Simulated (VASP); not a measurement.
# MnO (Fm-3m) in VASP: further runs, part 2 of 2

VASP 6.6.1.

### Step 4. Single point, PBE+U, collinear spin, ferromagnetic start

Input file INCAR:

```
PREC = Accurate
ENCUT = 600
EDIFF = 1E-6
ISMEAR = 0
SIGMA = 0.05
LREAL = F
LASPH = T
NELM = 200
ALGO = Normal
ISIF = 2
LWAVE = F
LCHARG = F
ISPIN = 2
MAGMOM = 4.7 0
LORBIT = 11
LMAXMIX = 4
LDAU = T
LDAUTYPE = 2
LDAUL = 2 -1
LDAUU = 3.9 0
LDAUJ = 0 0
LDAUPRINT = 1
GGA = PE
NBANDS = 22
GGA_COMPAT = F
```

Input file KPOINTS:

```
Automatic mesh
0
Gamma
  8 8 8
```

Input file POSCAR:

```
MnO
1.0
    0.0000000000      2.2220003343      2.2220003343
    2.2220003343      0.0000000000      2.2220003343
    2.2220003343      2.2220003343      0.0000000000
Mn O
1 1
Direct
    0.0000000000      0.0000000000      0.0000000000
    0.5000000000      0.5000000000      0.5000000000
```

Potentials or basis: VASP PAW PBE potentials, release 64 (Mn_sv, O).

Run with:

```console
cat potpaw_PBE.64/Mn_sv/POTCAR potpaw_PBE.64/O/POTCAR > POTCAR
mpirun -np 1 vasp_std > vasp.out
```

OUTCAR:

```text
PREC = Accurate
   ENCUT = 600
   EDIFF = 1E-6
   ISMEAR = 0
   LREAL = F
   LASPH = T
   NELM = 200
   ISIF = 2
   ISPIN = 2
   LORBIT = 11
   GGA = PE

 ion  position               nearest neighbor table
   1  0.000  0.000  0.000-   2 2.22   2 2.22   2 2.22   2 2.22   2 2.22   2 2.22
   2  0.500  0.500  0.500-   1 2.22   1 2.22   1 2.22   1 2.22   1 2.22   1 2.22

  LATTYP: Found a face centered cubic cell.
 ALAT       =     4.4440006686

  Lattice vectors:

 A1 = (   0.0000000000,   2.2220003343,   2.2220003343)
 A2 = (   2.2220003343,   0.0000000000,   2.2220003343)
 A3 = (   2.2220003343,   2.2220003343,   0.0000000000)

Analysis of symmetry for initial positions (statically):
=====================================================================
 Subroutine PRICEL returns:
 Original cell was already a primitive cell.

 Routine SETGRP: Setting up the symmetry group for a
 face centered cubic supercell.

 Subroutine GETGRP returns: Found 48 space group operations
 (whereof 48 operations were pure point group operations)
 out of a pool of 48 trial point group operations.

The static configuration has the point symmetry O_h .

Analysis of symmetry for dynamics (positions and initial velocities):
=====================================================================
 Subroutine PRICEL returns:
 Original cell was already a primitive cell.

 Routine SETGRP: Setting up the symmetry group for a
 face centered cubic supercell.

 Subroutine GETGRP returns: Found 48 space group operations
 (whereof 48 operations were pure point group operations)
 out of a pool of 48 trial point group operations.

The dynamic configuration has the point symmetry O_h .

Analysis of structural, dynamic, and magnetic symmetry:
=====================================================================
 Subroutine PRICEL returns:
 Original cell was already a primitive cell.

 Routine SETGRP: Setting up the symmetry group for a
 face centered cubic supercell.

 Subroutine GETGRP returns: Found 48 space group operations
 (whereof 48 operations were pure point group operations)
 out of a pool of 48 trial point group operations.

The overall configuration has the point symmetry O_h .

 Subroutine INISYM returns: Found 48 space group operations
 (whereof 48 operations are pure point group operations),
 and found     1 'primitive' translations

----------------------------------------------------------------------------------------

                                     Primitive cell

  volume of cell :      21.9413

  direct lattice vectors                    reciprocal lattice vectors
     0.000000000  2.222000334  2.222000334    -0.225022468  0.225022468  0.225022468
     2.222000334  0.000000000  2.222000334     0.225022468 -0.225022468  0.225022468
     2.222000334  2.222000334  0.000000000     0.225022468  0.225022468 -0.225022468

[... 113 lines left out ...]
   LHFCALC =     F    Hartree Fock is set to
   AEXX    =    0.0000 exact exchange contribution
   IVDW    =     0    specifies the selected vdW correction
   LEPSILON=     F    determine dielectric tensor
   LRPA    =     F    only Hartree local field effects (RPA)
 spin polarized calculation
 Gauss-broadening in eV      SIGMA  =   0.05
  energy-cutoff  :      600.00
  volume of cell :       21.94
 maximum number of plane-waves:       754
 NGX is ok and might be reduce to    28
   NGX = 13   NGY = 13   NGZ = 13

atom =   1  type =  1  l = 2

 onsite density matrix

spin component  1

  0.9109  0.0000  0.0000 -0.0000  0.0000
  0.0000  0.9109 -0.0000 -0.0000 -0.0000
  0.0000 -0.0000  0.9442  0.0000  0.0000
 -0.0000 -0.0000  0.0000  0.9109  0.0000
  0.0000 -0.0000  0.0000  0.0000  0.9442

spin component  2

  0.0141 -0.0000 -0.0000  0.0000 -0.0000
 -0.0000  0.0141 -0.0000  0.0000  0.0000
 -0.0000 -0.0000  0.0531 -0.0000 -0.0000
  0.0000  0.0000 -0.0000  0.0141 -0.0000
 -0.0000  0.0000 -0.0000 -0.0000  0.0531

 occupancies and eigenvectors

  o =  0.0141  v =  0.0000  0.0000  0.0000  0.0000  0.0000 -0.0081 -0.0171 -0.0000  0.9998  0.0000      0.0000  0.0000  0.0000  0.0000  0.0000  0.0000  0.0000  0.0000  0.0000  0.0000
  o =  0.0141  v =  0.0000  0.0000  0.0000  0.0000  0.0000 -0.0192 -0.9997 -0.0000 -0.0172  0.0000      0.0000  0.0000  0.0000  0.0000  0.0000  0.0000  0.0000  0.0000  0.0000  0.0000
  o =  0.0141  v =  0.0000  0.0000  0.0000  0.0000  0.0000  0.9998 -0.0194  0.0000  0.0078  0.0000      0.0000  0.0000  0.0000  0.0000  0.0000  0.0000  0.0000  0.0000  0.0000  0.0000
  o =  0.0531  v =  0.0000  0.0000  0.0000  0.0000  0.0000  0.0000 -0.0000 -0.0445  0.0000 -0.9990      0.0000  0.0000  0.0000  0.0000  0.0000  0.0000  0.0000  0.0000  0.0000  0.0000
  o =  0.0531  v =  0.0000  0.0000  0.0000  0.0000  0.0000 -0.0000 -0.0000  0.9990 -0.0000 -0.0445      0.0000  0.0000  0.0000  0.0000  0.0000  0.0000  0.0000  0.0000  0.0000  0.0000
  o =  0.9109  v =  1.0000  0.0000  0.0000  0.0000  0.0000  0.0000  0.0000  0.0000  0.0000  0.0000      0.0000  0.0000  0.0000  0.0000  0.0000  0.0000  0.0000  0.0000  0.0000  0.0000
  o =  0.9109  v =  0.0000  0.9993  0.0000  0.0387  0.0000  0.0000  0.0000  0.0000  0.0000  0.0000      0.0000  0.0000  0.0000  0.0000  0.0000  0.0000  0.0000  0.0000  0.0000  0.0000
  o =  0.9109  v =  0.0000  0.0387  0.0000 -0.9993  0.0000  0.0000  0.0000  0.0000  0.0000  0.0000      0.0000  0.0000  0.0000  0.0000  0.0000  0.0000  0.0000  0.0000  0.0000  0.0000
  o =  0.9442  v =  0.0000 -0.0000  0.1144  0.0000 -0.9934  0.0000  0.0000  0.0000  0.0000  0.0000      0.0000  0.0000  0.0000  0.0000  0.0000  0.0000  0.0000  0.0000  0.0000  0.0000
  o =  0.9442  v =  0.0000  0.0000 -0.9934 -0.0000 -0.1144  0.0000  0.0000  0.0000  0.0000  0.0000      0.0000  0.0000  0.0000  0.0000  0.0000  0.0000  0.0000  0.0000  0.0000  0.0000

 number of electron      21.0000009 magnetization       4.9999913

 Free energy of the ion-electron system (eV)
  ---------------------------------------------------
  ext. energy  EPLUGINS =         0.00000000
  ---------------------------------------------------
  free energy    TOTEN  =       -15.31143731 eV

  energy without entropy =      -15.31142729  energy(sigma->0) =      -15.31143230

 E-fermi :   8.7989     XC(G=0): -11.8537

 val. band max:        8.7030351914   @ k =   0.5000   0.0000   0.0000
 cond. band min:       8.8669661134   @ k =   0.0000   0.0000   0.0000
 fundamental gap:      0.1639309221
 Fermi energy:         8.7989218478

 spin component 1

 k-point     1 :       0.0000    0.0000    0.0000
  band No.  band energies     occupation
      1     -72.3245      1.00000
      2     -41.0677      1.00000
      3     -41.0677      1.00000
      4     -41.0677      1.00000
      5     -10.7421      1.00000
      6       4.6690      1.00000
[... 1193 lines left out ...]
     21      34.7978      0.00000
     22      36.7745      0.00000

 [... further k-points ...]

------------------------ aborting loop because EDIFF is reached ----------------------------------------

  FORCE on cell =-STRESS in cart. coord.  units (eV):
  Direction    XX          YY          ZZ          XY          YZ          ZX
  --------------------------------------------------------------------------------------
  -------------------------------------------------------------------------------------
  Total        0.7117405      0.7117405      0.7117405      0.0000000      0.0000000     -0.0000000
  in kB       51.9720534     51.9720534     51.9720534      0.0000000      0.0000000     -0.0000000
  external PRESSURE =      51.9720534 kB  Pullay stress =       0.0000000 kB

 VOLUME and BASIS-vectors are now :
 -----------------------------------------------------------------------------
  energy-cutoff  :      600.00
  volume of cell :       21.94
      direct lattice vectors                 reciprocal lattice vectors
     0.000000000  2.222000334  2.222000334    -0.225022468  0.225022468  0.225022468
     2.222000334  0.000000000  2.222000334     0.225022468 -0.225022468  0.225022468
     2.222000334  2.222000334  0.000000000     0.225022468  0.225022468 -0.225022468

 POSITION                                       TOTAL-FORCE (eV/Angst)
 -----------------------------------------------------------------------------------
      0.00000      0.00000      0.00000        -0.000000      0.000000      0.000000
      2.22200      2.22200      2.22200         0.000000      0.000000      0.000000
 -----------------------------------------------------------------------------------
    total drift:                                0.000000      0.000000      0.000000

  FREE ENERGIE OF THE ION-ELECTRON SYSTEM (eV)
  ---------------------------------------------------
  free  energy   TOTEN  =       -15.3114373081 eV

  energy  without entropy=      -15.3114272940  energy(sigma->0) =      -15.31143230

 total charge

# of ion       s       p       d       tot
------------------------------------------
    1        2.116   6.014   4.746  12.876
    2        1.551   3.457   0.000   5.009
--------------------------------------------------
tot          3.667   9.471   4.746  17.884

 magnetization (x)

# of ion       s       p       d       tot
------------------------------------------
    1        0.023   0.015   4.455   4.493
    2        0.025   0.145   0.000   0.170
--------------------------------------------------
tot          0.048   0.161   4.455   4.663
```

OSZICAR:

```text
N       E                     dE             d eps       ncg     rms          rms(c)
DAV:   1     0.279217632698E+03    0.27922E+03   -0.12050E+04  2888   0.134E+03
DAV:   2    -0.247118156991E+00   -0.27946E+03   -0.26132E+03  2606   0.427E+02
DAV:   3    -0.151568094107E+02   -0.14910E+02   -0.14703E+02  3612   0.116E+02
DAV:   4    -0.159034330920E+02   -0.74662E+00   -0.74376E+00  3724   0.228E+01
DAV:   5    -0.159095410166E+02   -0.61079E-02   -0.61076E-02  3398   0.206E+00    0.141E+01
DAV:   6    -0.149129962668E+02    0.99654E+00   -0.93244E+00  3956   0.360E+01    0.133E+01
DAV:   7    -0.152865454246E+02   -0.37355E+00   -0.81881E-01  3616   0.137E+01    0.788E+00
DAV:   8    -0.152961672221E+02   -0.96218E-02   -0.11818E-01  3272   0.420E+00    0.325E+00
DAV:   9    -0.153063165808E+02   -0.10149E-01   -0.13749E-02  3432   0.166E+00    0.859E-01
DAV:  10    -0.153104190283E+02   -0.41024E-02   -0.25119E-03  3768   0.532E-01    0.269E-01
DAV:  11    -0.153113413950E+02   -0.92237E-03   -0.50298E-04  3914   0.280E-01    0.595E-02
DAV:  12    -0.153114172732E+02   -0.75878E-04   -0.47919E-05  3884   0.941E-02    0.365E-02
DAV:  13    -0.153114359394E+02   -0.18666E-04   -0.16126E-05  2942   0.417E-02    0.106E-02
DAV:  14    -0.153114370051E+02   -0.10657E-05   -0.62349E-07  2618   0.137E-02    0.231E-03
DAV:  15    -0.153114373081E+02   -0.30301E-06   -0.18563E-07  1798   0.421E-03
   1 F= -.15311437E+02 E0= -.15311432E+02  d E =-.100142E-04  mag=     5.0000
```

stdout:

```text
POSCAR found type information on POSCAR MnO
 POSCAR found :  2 types and       2 ions
 scaLAPACK will be used
 LDA part: xc-table for (Slater+PW92), standard interpolation
 POSCAR, INCAR and KPOINTS ok, starting setup
 FFT: planning ... GRIDC
 FFT: planning ... GRID_SOFT
 FFT: planning ... GRID
 WAVECAR not read
 entering main loop
```

Wall time 61 s (1 thread of Intel Xeon Platinum 8488C (Sapphire Rapids), shared host); peak memory 0.18 GiB.

What came out:

```
Free energy                                           : -15.3114 eV
Pressure                                              : 5.2 GPa
Band gap on the k mesh                                : 0.16 eV, indirect (least direct gap 2.73 eV)
Net moment                                            : 5.00 μB per cell
Site moments                                          : Mn +4.49; O +0.17 μB
Valence electrons inside the program's atomic spheres : Mn 12.88; O 5.01
```

Eigenvalues of the final occupation matrices:
| site | spin | trace | eigenvalues |
| --- | --- | --- | --- |
| site 1 d | 1 | 4.62 | 0.91 0.91 0.91 0.94 0.94 |
| site 1 d | 2 | 0.15 | 0.01 0.01 0.01 0.05 0.05 |

Caveat: a cell with one magnetic atom can't hold antiferromagnetic order, which such compounds often take. A k mesh can miss the band edges.

### Step 5. Single point, PBE+U, collinear spin, ferromagnetic start

Input file INCAR:

```
SYSTEM = MnO
PREC     = Accurate       ! precision mode
ENCUT    = 600            ! plane-wave cutoff, eV
EDIFF    = 1E-6           ! SCF threshold, eV
ISMEAR   = 0              ! smearing method
SIGMA    = 0.05           ! smearing width, eV
LREAL    = .FALSE.        ! projectors in reciprocal space
LASPH    = .TRUE.         ! aspherical terms in the spheres
NELM     = 200            ! most SCF steps
ALGO     = Normal         ! electronic algorithm
ISIF     = 2              ! what is computed and relaxed
LWAVE    = .FALSE.        ! write WAVECAR
LCHARG   = .TRUE.         ! write CHGCAR
ISPIN    = 2              ! spin polarisation
MAGMOM   = 5 0            ! initial moments
LORBIT   = 11             ! projections on sites
LMAXMIX  = 4              ! l up to which the mixer works
LDAU     = .TRUE.         ! DFT+U
LDAUTYPE = 2            
LDAUL    = 2 -1           ! shell
LDAUU    = 3.9 0          ! U, eV
LDAUJ    = 0 0          
LDAUPRINT= 1            
GGA      = PE             ! functional
LELF     = .TRUE.         ! ELF
LVHAR    = .TRUE.       
NBANDS   = 22             ! bands
GGA_COMPAT= .FALSE.
```

Input file KPOINTS:

```
Automatic mesh
0
G
  10 10 10
  0 0 0
```

POSCAR is that of step 4.

Run with:

```console
cat potpaw_PBE.64/Mn_sv/POTCAR potpaw_PBE.64/O/POTCAR > POTCAR
mpirun -np 1 vasp_std > vasp.out
```

Run time: 41 s. Hardware: 1 thread of Intel Xeon 6975P-C (Granite Rapids), shared host; peak memory 0.19 GiB.

The run converged. Its results:

```yaml
Free_energy: -15.3118 eV
Pressure: 5.2 GPa
Band_gap_on_the_k_mesh: 0.16 eV, indirect (least direct gap 2.73 eV)
Net_moment: 5.00 μB per cell
Site_moments: Mn +4.49; O +0.17 μB
Valence_electrons_inside_the_program's_atomic_spheres: Mn 12.88; O 5.01
```

Levels at points of the mesh, in eV from the valence-band top:
Spin up:
| k point | band 10 | band 11 | band 12 | band 13 | band 14 | band 15 | band 16 | band 17 |
| --- | --- | --- | --- | --- | --- | --- | --- | --- |
| (0.00, 0.00, 0.00) | -3.69 | -2.89 | -2.89 | -2.89 | 0.16 | 14.57 | 16.38 | 16.38 |
| (0.50, 0.00, 0.00) | -3.23 | -2.47 | 0.00 | 0.00 | 4.10 | 8.44 | 12.47 | 12.47 |
| (0.50, 0.50, 0.00) | -3.31 | -2.99 | -2.99 | -2.88 | 5.62 | 8.57 | 10.46 | 14.33 |
Spin down:
| k point | band 6 | band 7 | band 8 | band 9 | band 10 | band 11 |
| --- | --- | --- | --- | --- | --- | --- |
| (0.00, 0.00, 0.00) | -2.56 | -2.56 | -2.56 | 1.51 | 3.03 | 3.03 |
| (0.50, 0.00, 0.00) | -6.57 | -3.83 | -3.83 | 4.18 | 4.48 | 4.48 |
| (0.50, 0.50, 0.00) | -5.70 | -3.57 | -3.57 | 1.07 | 4.40 | 4.46 |

Eigenvalues of the final occupation matrices:
| site | spin | trace | eigenvalues |
| --- | --- | --- | --- |
| site 1 d | 1 | 4.62 | 0.91 0.91 0.91 0.94 0.94 |
| site 1 d | 2 | 0.15 | 0.01 0.01 0.01 0.05 0.05 |

Caveat: a cell with one magnetic atom can't hold antiferromagnetic order, which such compounds often take.

### Step 6. Summary

| potentials or basis | k mesh | cutoff (eV) | second run | gap on the mesh (eV) | pressure (GPa) | moment (μB) |
| --- | --- | --- | --- | --- | --- | --- |
| VASP PAW PBE potentials, release 64 (Mn_pv, O) | 10 × 10 × 10 | 520 | - | 0.21 | 7.9 | 5.00 |
| VASP PAW PBE potentials, release 64 (Mn_sv, O) | 5 × 5 × 5 | 600 | valence_matched | 0.35 | 5.2 | 5.00 |
| VASP PAW PBE potentials, release 64 (Mn_sv, O) | 8 × 8 × 8 | 600 | valence_matched | 0.16 | 5.2 | 5.00 |
| VASP PAW PBE potentials, release 64 (Mn_sv, O) | 10 × 10 × 10 | 600 | valence_matched | 0.16 | 5.2 | 5.00 |

Alike in all rows: task single point; level PBE+U; spin collinear, ferromagnetic start; Mn d U = 3.9 eV; cell as given; smearing gaussian 0.05 eV.

Caveats: some runs use coarse meshes; a cell with one magnetic atom can't hold antiferromagnetic order, which such compounds often take.

Total energies depend on the potentials used, so only differences within one code and one set of settings carry meaning.
